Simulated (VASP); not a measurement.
# K8Ta5Nb3O24 (P1) in VASP: single point with PBEsol

Aim: the single point of K8Ta5Nb3O24 with PBEsol.

Program: VASP 6.6.1. These are calculated values, not measurements. Logs are shortened: lines on timing, memory, paths and dates and some standing lists are left out, and cuts for length are marked.

## 1. The cell of the first run

The typed cell holds 40 atoms: a = 7.982 Å, b = 7.982 Å, c = 7.982 Å, α = 90.00°, β = 90.00°, γ = 90.00°.

## 2. Single point, PBEsol

INCAR

```
SYSTEM = K8Ta5Nb3O24
PREC = Accurate ; ENCUT = 520
EDIFF = 1E-7 ; ISMEAR = -1
SIGMA = 0.05 ; LREAL = Auto
LASPH = .TRUE. ; NELM = 100
ALGO = Normal ; ISIF = 2
LWAVE = .FALSE. ; LCHARG = .TRUE.
GGA = PS ; LELF = .TRUE.
LVHAR = .TRUE. ; NBANDS = 181
ISYM = 0
```

KPOINTS

```
Automatic mesh
0
Gamma
  1 1 1
  0.25 0.25 0.25
```

POSCAR

```
K8Ta5Nb3O24
1.0
    7.9822658419      0.0000000000      0.0000000000
    0.0000000000      7.9822658419      0.0000000000
    0.0000000000      0.0000000000      7.9822658419
K Ta Nb O
8 5 3 24
Direct
    0.9982170000      0.9980360000      0.9981770000
    0.9976240000      0.9978530000      0.4984820000
    0.9982030000      0.4983860000      0.9982740000
    0.9977500000      0.4979200000      0.4981420000
    0.4981000000      0.9983040000      0.9980720000
    0.4980540000      0.9982400000      0.4987480000
    0.4978400000      0.4983830000      0.9981670000
    0.4976600000      0.4977980000      0.4985050000
    0.2480690000      0.2482650000      0.2445100000
    0.2480450000      0.7483290000      0.2449460000
    0.7480660000      0.2482080000      0.2485640000
    0.7444790000      0.2446770000      0.7486240000
    0.7479800000      0.7482130000      0.2444900000
    0.2441900000      0.2408060000      0.7442890000
    0.2406310000      0.7407910000      0.7446710000
    0.7406510000      0.7444020000      0.7442620000
    0.2516550000      0.2524440000      0.0026440000
    0.2515620000      0.2524820000      0.5026430000
    0.2524260000      0.7525370000      0.0029630000
    0.2524370000      0.7525370000      0.5030190000
    0.7516180000      0.2518770000      0.0020350000
    0.7517230000      0.2518120000      0.5020400000
    0.7523230000      0.7517530000      0.0026720000
    0.7523660000      0.7518520000      0.5026900000
    0.0011650000      0.2510480000      0.2521240000
    0.0024750000      0.2530500000      0.7521820000
    0.0015330000      0.7511420000      0.2528090000
    0.0033650000      0.7532350000      0.7529660000
    0.5011660000      0.2510890000      0.2521290000
    0.5024700000      0.2531220000      0.7521010000
    0.5015490000      0.7511190000      0.2527860000
    0.5033580000      0.7531980000      0.7529150000
    0.2510020000      0.0016740000      0.2527760000
    0.2530850000      0.0035060000      0.7528910000
    0.2509600000      0.5016590000      0.2527810000
    0.2529860000      0.5034880000      0.7529430000
    0.7509490000      0.0013120000      0.2521040000
    0.7529090000      0.0026510000      0.7522320000
    0.7509720000      0.5013270000      0.2522480000
    0.7529600000      0.5026580000      0.7521580000
```

Potentials or basis: VASP PAW PBE potentials, release 64 (K_sv, Ta_pv, Nb_sv, O).

Command:

```sh
$ cat potpaw_PBE.64/K_sv/POTCAR potpaw_PBE.64/Ta_pv/POTCAR potpaw_PBE.64/Nb_sv/POTCAR potpaw_PBE.64/O/POTCAR > POTCAR
$ mpirun -np 1 vasp_std > vasp.out
```

OUTCAR:

```text
SYSTEM = K8Ta5Nb3O24
   PREC = Accurate
   ENCUT = 520
   EDIFF = 1E-7
   ISMEAR = -1
   LREAL = Auto
   LASPH = .TRUE.
   NELM = 100
   ISIF = 2
   GGA = PS
   ISYM = 0

 ion  position               nearest neighbor table
   1  0.998  0.998  0.998-  28 2.77  38 2.77  23 2.78  19 2.82  34 2.82  21 2.83  26 2.83  37 2.83
                            27 2.83  25 2.86  33 2.86  17 2.87  14 3.42  10 3.44  13 3.44   9 3.44
   2  0.998  0.998  0.498-  24 2.77  27 2.78  37 2.78  38 2.81  33 2.82  28 2.82  25 2.82  22 2.82
                            20 2.82  18 2.87  26 2.87  34 2.88  14 3.39  11 3.46  12 3.46  13 3.47
   3  0.998  0.498  0.998-  40 2.77  26 2.77  21 2.78  23 2.82  17 2.82  36 2.82  28 2.82  25 2.83
                            39 2.83  35 2.86  27 2.86  19 2.87  15 3.40   9 3.44  13 3.44  10 3.44
   4  0.998  0.498  0.498-  22 2.78  39 2.78  25 2.78  27 2.81  35 2.81  40 2.82  26 2.82  18 2.82
                            24 2.82  20 2.87  36 2.88  28 2.88  15 3.37  11 3.45   9 3.47  13 3.47
   5  0.498  0.998  0.998-  34 2.77  32 2.77  19 2.77  17 2.83  38 2.83  23 2.83  30 2.83  33 2.83
                            31 2.83  29 2.86  37 2.86  21 2.86  12 3.42  13 3.44   9 3.44  10 3.44
   6  0.498  0.998  0.499-  20 2.77  33 2.78  31 2.78  34 2.82  32 2.82  29 2.82  37 2.82  24 2.83
                            18 2.83  22 2.86  30 2.87  38 2.87  16 3.42  14 3.42  12 3.42  11 3.46
   7  0.498  0.498  0.998-  36 2.77  30 2.77  17 2.78  19 2.82  32 2.82  21 2.82  40 2.83  29 2.83
                            35 2.83  39 2.86  31 2.86  23 2.87  16 3.42   9 3.44  13 3.44  10 3.44
   8  0.498  0.498  0.499-  18 2.77  35 2.78  29 2.78  30 2.81  31 2.82  36 2.82  39 2.82  20 2.82
                            22 2.82  24 2.87  40 2.87  32 2.88  16 3.39  11 3.46  12 3.46   9 3.47
   9  0.248  0.248  0.245-  17 1.93  33 1.97  25 1.97  29 2.02  35 2.02  18 2.06   3 3.44   7 3.44
                             1 3.44   5 3.44   8 3.47   4 3.47   6 3.48   2 3.48
  10  0.248  0.748  0.245-  19 1.93  27 1.97  35 1.97  33 2.02  31 2.02  20 2.06   1 3.44   3 3.44
                             7 3.44   5 3.44   2 3.47   8 3.47   6 3.47   4 3.47
  11  0.748  0.248  0.249-  21 1.97  37 1.97  29 1.97  25 2.02  39 2.02  22 2.02   4 3.45   2 3.46
                             8 3.46   6 3.46   5 3.46   3 3.46   1 3.46   7 3.46
  12  0.744  0.245  0.749-  30 1.93  38 1.93  22 1.97  21 2.02  40 2.06  26 2.06   5 3.42   6 3.42
                             7 3.46   1 3.46   8 3.46   2 3.46   4 3.49   3 3.49
  13  0.748  0.748  0.244-  23 1.93  31 1.97  39 1.97  37 2.02  27 2.03  24 2.06   3 3.44   7 3.44
                             1 3.44   5 3.44   2 3.47   4 3.47   6 3.48   8 3.48
  14  0.244  0.241  0.744-  34 1.90  18 1.93  26 1.93  30 2.06  17 2.07  36 2.10   2 3.39   6 3.42
                             1 3.42
  15  0.241  0.741  0.745-  28 1.90  36 1.90  20 1.93  19 2.07  34 2.10  32 2.10   4 3.37   3 3.40

  16  0.741  0.744  0.744-  32 1.90  24 1.93  40 1.93  38 2.06  23 2.07  28 2.10   8 3.39   6 3.42
                             7 3.42
  17  0.252  0.252  0.003-   9 1.93  14 2.07   7 2.78   3 2.82   5 2.83   1 2.87
  18  0.252  0.252  0.503-  14 1.93   9 2.06   8 2.77   4 2.82   6 2.83   2 2.87
  19  0.252  0.753  0.003-  10 1.93  15 2.07   5 2.77   7 2.82   1 2.82   3 2.87
  20  0.252  0.753  0.503-  15 1.93  10 2.06   6 2.77   8 2.82   2 2.82   4 2.87
  21  0.752  0.252  0.002-  11 1.97  12 2.02   3 2.78   7 2.82   1 2.83   5 2.86
  22  0.752  0.252  0.502-  12 1.97  11 2.02   4 2.78   2 2.82   8 2.82   6 2.86
[... 16 lines left out ...]
  39  0.751  0.501  0.252-  13 1.97  11 2.02   4 2.78   8 2.82   3 2.83   7 2.86
  40  0.753  0.503  0.752-  16 1.93  12 2.06   3 2.77   4 2.82   7 2.83   8 2.87

IMPORTANT INFORMATION: All symmetrisations will be switched off!
NOSYMM: (Re-)initialisation of all symmetry stuff for point group C_1.

----------------------------------------------------------------------------------------

                                     Primitive cell

  volume of cell :     508.6026

  direct lattice vectors                    reciprocal lattice vectors
     7.982265842  0.000000000  0.000000000     0.125277712  0.000000000  0.000000000
     0.000000000  7.982265842  0.000000000     0.000000000  0.125277712  0.000000000
     0.000000000  0.000000000  7.982265842     0.000000000  0.000000000  0.125277712

  length of vectors
     7.982265842  7.982265842  7.982265842     0.125277712  0.125277712  0.125277712

  position of ions in fractional coordinates (direct lattice)
     0.998217000  0.998036000  0.998177000
     0.997624000  0.997853000  0.498482000
     0.998203000  0.498386000  0.998274000
     0.997750000  0.497920000  0.498142000
     0.498100000  0.998304000  0.998072000
     0.498054000  0.998240000  0.498748000
[... 32 lines left out ...]
     0.750972000  0.501327000  0.252248000
     0.752960000  0.502658000  0.752158000

  ion indices of the primitive-cell ions
   primitive index   ion index
                 1           1
                 2           2
                 3           3
                 4           4
                 5           5
                 6           6
[... 32 lines left out ...]
                39          39
                40          40

----------------------------------------------------------------------------------------

 KPOINTS: Automatic mesh

Automatic generation of k-mesh.
 Grid dimensions read from file:
 generate k-points for:    1    1    1

 Generating k-lattice:

  Cartesian coordinates                     Fractional coordinates (reciprocal lattice)
     0.125277712  0.000000000  0.000000000     1.000000000  0.000000000  0.000000000
     0.000000000  0.125277712  0.000000000     0.000000000  1.000000000  0.000000000
     0.000000000  0.000000000  0.125277712     0.000000000  0.000000000  1.000000000

  Length of vectors
     0.125277712  0.125277712  0.125277712

  Shift w.r.t. Gamma in fractional coordinates (k-lattice)
     0.250000000  0.250000000  0.250000000

 Subroutine IBZKPT returns following result:
 ===========================================

 Found      4 irreducible k-points:

 Following reciprocal coordinates:
            Coordinates               Weight
  0.250000  0.250000  0.250000      2.000000
 -0.250000  0.250000  0.250000      2.000000
 -0.250000 -0.250000  0.250000      2.000000
  0.250000 -0.250000  0.250000      2.000000
   k-points           NKPTS =      4   k-points in BZ     NKDIM =      4   number of bands    NBANDS=    181
   number of dos      NEDOS =    301   number of ions     NIONS =     40
   total plane-waves  NPLWV = 216000
   dimension x,y,z NGX =    60 NGY =   60 NGZ =   60
   dimension x,y,z NGXF=   120 NGYF=  120 NGZF=  120
   ions per type =               8   5   3  24
   NGX,Y,Z   is equivalent  to a cutoff of  12.50, 12.50, 12.50 a.u.
   NGXF,Y,Z  is equivalent  to a cutoff of  24.99, 24.99, 24.99 a.u.
 SYSTEM =  K8Ta5Nb3O24
   PREC   = accura    normal or accurate (medium, high low for compatibility)
   ISTART =      0    job   : 0-new  1-cont  2-samecut
   ICHARG =      2    charge: 1-file 2-atom 10-const
   ISPIN  =      1    spin polarized calculation?
   LNONCOLLINEAR =      F non collinear calculations
   LSORBIT =      F    spin-orbit coupling
   LASPH  =      T    aspherical Exc in radial PAW
   ENCUT  =  520.0 eV  38.22 Ry    6.18 a.u.  14.84 14.84 14.84*2*pi/ulx,y,z
   NELM   =    100;   NELMIN=  2; NELMDL= -5     # of ELM steps
   EDIFF  = 0.1E-06   stopping-criterion for ELM
   LREAL  =      T    real-space projection
   EDIFFG = 0.1E-05   stopping-criterion for IOM
   NSW    =      0    number of steps for IOM
   IBRION =     -1    ionic relax: 0-MD 1-quasi-New 2-CG
   NFREE  =      0    steps in history (QN), initial steepest desc. (CG)
   ISIF   =      2    stress and relaxation
   ISYM   =      0    0-nonsym 1-usesym 2-fastsym
   POTIM  = 0.5000    time-step for ionic-motion
   TEBEG  =    0.0;   TEEND  =   0.0 temperature during run
   PSTRESS=    0.0 pullay stress
   NELECT =     310.0000    total number of electrons
   NUPDOWN=      -1.0000    fix difference up-down
   EMIN   =  10.00;   EMAX   =-10.00  energy-range for DOS
   EFERMI =   0.00;   METHOD = LEGACY
   ISMEAR =    -1;   SIGMA  =   0.05  broadening in eV -4-tet -1-fermi 0-gaus
   EFERMI_NEDOS =   21; number of points for ismear=-14 and -15
   IALGO  =     38    algorithm
   IMIX   =      4    mixing-type and parameters
     AMIX     =   0.40;   BMIX     =  1.00
     AMIX_MAG =   1.60;   BMIX_MAG =  1.00
  volume/ion in A,a.u.               =      12.72        85.81
  Fermi-wavevector in a.u.,A,eV,Ry     =   1.388042  2.623019 26.213801  1.926660
  Thomas-Fermi vector in A             =   2.512206
   LORBIT       =      0    0 simple, 1 ext, 2 COOP (PROOUT), +10 PAW based schemes
   GGA     = PS    functional components
   LHFCALC =     F    Hartree Fock is set to
   AEXX    =    0.0000 exact exchange contribution
   IVDW    =     0    specifies the selected vdW correction
   LEPSILON=     F    determine dielectric tensor
   LRPA    =     F    only Hartree local field effects (RPA)
 non-spin polarized calculation
  energy-cutoff  :      520.00
  volume of cell :      508.60
 maximum number of plane-waves:     13679
   NGX = 29   NGY = 29   NGZ = 29

 number of electron     310.0000037 magnetization

 Free energy of the ion-electron system (eV)
  ---------------------------------------------------
  ext. energy  EPLUGINS =         0.00000000
  ---------------------------------------------------
  free energy    TOTEN  =      -336.87227504 eV

  energy without entropy =     -336.87227504  energy(sigma->0) =     -336.87227504

 E-fermi :   3.3364     XC(G=0): -11.1147

 val. band max:        2.0585226085   @ k =   0.2500   0.2500   0.2500
 cond. band min:       4.8952329412   @ k =  -0.2500   0.2500   0.2500
 fundamental gap:      2.8367103327
 Fermi energy:         3.3364195858

 k-point     1 :       0.2500    0.2500    0.2500
  band No.  band energies     occupation
      1     -52.4198      2.00000
      2     -52.4196      2.00000
      3     -52.3902      2.00000
      4     -31.8569      2.00000
      5     -31.8566      2.00000
      6     -31.8523      2.00000
[... 159 lines left out ...]
    166       6.6297      0.00000
    167       6.6776      0.00000
[... 508 lines left out ...]
    166       6.6514      0.00000
    167       6.6691      0.00000
 [bands above 167 left out]

------------------------ aborting loop because EDIFF is reached ----------------------------------------

  FORCE on cell =-STRESS in cart. coord.  units (eV):
  Direction    XX          YY          ZZ          XY          YZ          ZX
  --------------------------------------------------------------------------------------
  -------------------------------------------------------------------------------------
  Total        1.5502528      1.5080222      1.3486535      0.1942988      0.1291450      0.1384327
  in kB        4.8835377      4.7505048      4.2484686      0.6120713      0.4068267      0.4360846
  external PRESSURE =       4.6275037 kB  Pullay stress =       0.0000000 kB

 VOLUME and BASIS-vectors are now :
 -----------------------------------------------------------------------------
  energy-cutoff  :      520.00
  volume of cell :      508.60
      direct lattice vectors                 reciprocal lattice vectors
     7.982265842  0.000000000  0.000000000     0.125277712  0.000000000  0.000000000
     0.000000000  7.982265842  0.000000000     0.000000000  0.125277712  0.000000000
     0.000000000  0.000000000  7.982265842     0.000000000  0.000000000  0.125277712

 POSITION                                       TOTAL-FORCE (eV/Angst)
 -----------------------------------------------------------------------------------
      7.96803      7.96659      7.96771         0.004781      0.003675      0.000231
      7.96330      7.96513      3.97902         0.008156      0.002923      0.008886
      7.96792      3.97825      7.96849         0.003972      0.004102     -0.000509
      7.96431      3.97453      3.97630         0.005191      0.005317      0.011333
      3.97597      7.96873      7.96688         0.003876      0.003981      0.001951
      3.97560      7.96822      3.98114         0.001684      0.001244      0.006569
[... 32 lines left out ...]
      5.99446      4.00173      2.01351        -0.010428     -0.039864     -0.024326
      6.01033      4.01235      6.00393        -0.039536      0.024793     -0.030709
 -----------------------------------------------------------------------------------
    total drift:                               -0.033078     -0.025944     -0.030890

  FREE ENERGIE OF THE ION-ELECTRON SYSTEM (eV)
  ---------------------------------------------------
  free  energy   TOTEN  =      -336.8722750393 eV

  energy  without entropy=     -336.8722750392  energy(sigma->0) =     -336.87227504
```

It took 29 min on 1 thread of Intel Xeon 8259CL, shared host; peak memory 0.65 GiB.

Results:

```yaml
Free_energy: -336.8723 eV
Pressure: 0.5 GPa
Largest_force: 0.226 eV/Å
Band_gap_on_the_k_mesh: 2.84 eV (least direct gap 2.84 eV)
```

Forces in eV/Å, atoms in the order of the input:
```
K    0.005  0.004  0.000
K    0.008  0.003  0.009
K    0.004  0.004 -0.001
K    0.005  0.005  0.011
K    0.004  0.004  0.002
K    0.002  0.001  0.007
K    0.004  0.006  0.000
K    0.003  0.007  0.008
Ta   0.064  0.077  0.143
Ta   0.085  0.082  0.154
Ta   0.065  0.064  0.079
Ta   0.147  0.147  0.087
Ta   0.082  0.065  0.144
Nb   0.101  0.113  0.096
Nb   0.115  0.114  0.105
Nb   0.114  0.100  0.099
O   -0.029 -0.030 -0.147
O   -0.029 -0.040  0.027
O   -0.033 -0.032 -0.146
O   -0.039 -0.038  0.023
O   -0.017 -0.018 -0.050
O   -0.022 -0.021 -0.050
O   -0.031 -0.028 -0.146
O   -0.041 -0.032  0.025
O   -0.039 -0.008 -0.023
O    0.026 -0.039 -0.031
O   -0.047 -0.011 -0.025
O   -0.035 -0.048 -0.045
O   -0.040 -0.008 -0.018
O   -0.144 -0.034 -0.028
O   -0.046 -0.010 -0.022
O   -0.035 -0.046 -0.046
O   -0.011 -0.043 -0.022
O   -0.046 -0.035 -0.046
O   -0.011 -0.044 -0.024
O   -0.047 -0.033 -0.046
O   -0.010 -0.039 -0.019
O   -0.034 -0.144 -0.028
O   -0.010 -0.040 -0.024
O   -0.040  0.025 -0.031
```

Stress tensor (GPa, compression positive):
```
0.49 0.06 0.04
0.06 0.48 0.04
0.04 0.04 0.42
```

Levels at points of the mesh, in eV from the valence-band top:
```
           k point  band 152  band 153  band 154  band 155  band 156  band 157  band 158  band 159
(0.25, 0.25, 0.25)     -0.08     -0.08     -0.08      0.00      2.95      2.98      3.03      3.11
```

Caveat: the PAW data sets were made with another functional, which shifts forces and pressure a little; spin-orbit coupling is left out, which moves the levels of the heavy elements; a shifted mesh leaves out Γ, where band edges can lie.
